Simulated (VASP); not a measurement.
Input of a VASP 6.6.1 run:

File INCAR:

```
PREC = Accurate
ENCUT = 520
EDIFF = 1E-6
ISMEAR = 0
SIGMA = 0.1
LREAL = F
LASPH = T
NELM = 60
ALGO = Normal
ISIF = 2
LWAVE = F
LCHARG = T
GGA = PE
LELF = T
LVHAR = T
NBANDS = 21
```

The input KPOINTS:

```
Automatic mesh
0
Gamma
  6 6 2
```

Contents of POSCAR:

```
AlB2As3
1.0
    3.6011252786      0.0000000029      0.0000000000
   -1.8005626418      3.1186659721      0.0000000000
    0.0000000000      0.0000000000      9.0478737070
Al B As
1 2 3
Direct
    0.3333333333      0.6666666667      0.6689842086
    0.0000000000      0.0000000000      0.0180415038
    0.6666666667      0.3333333333      0.3203464379
    0.3333333333      0.6666666667      0.9440214852
    0.6666666667      0.3333333333      0.5506370756
    0.0000000000      0.0000000000      0.2479692890
```

Potentials or basis: VASP PAW PBE potentials, release 64 (Al, B, As).

Run with:

```console
$ cat potpaw_PBE.64/Al/POTCAR potpaw_PBE.64/B/POTCAR potpaw_PBE.64/As/POTCAR > POTCAR
$ mpirun -np 1 vasp_std > vasp.out
```

Task: What does it give for the band gap on the k mesh?

Result: 0.37 eV (least direct gap 0.73 eV).

Task: Predict the pressure.

Result: 0.3 GPa.

Task: Predict the largest force.

Result: 0.050 eV/Å.

Forces on the atoms (eV/Å):
```
Al   0.000  0.000  0.050
B    0.000  0.000 -0.037
B    0.000  0.000 -0.028
As   0.000  0.000 -0.021
As   0.000  0.000  0.013
As   0.000  0.000  0.022
```

Caveat: semilocal functionals underestimate gaps, and a narrow one can read as zero. A k mesh can miss the band edges.
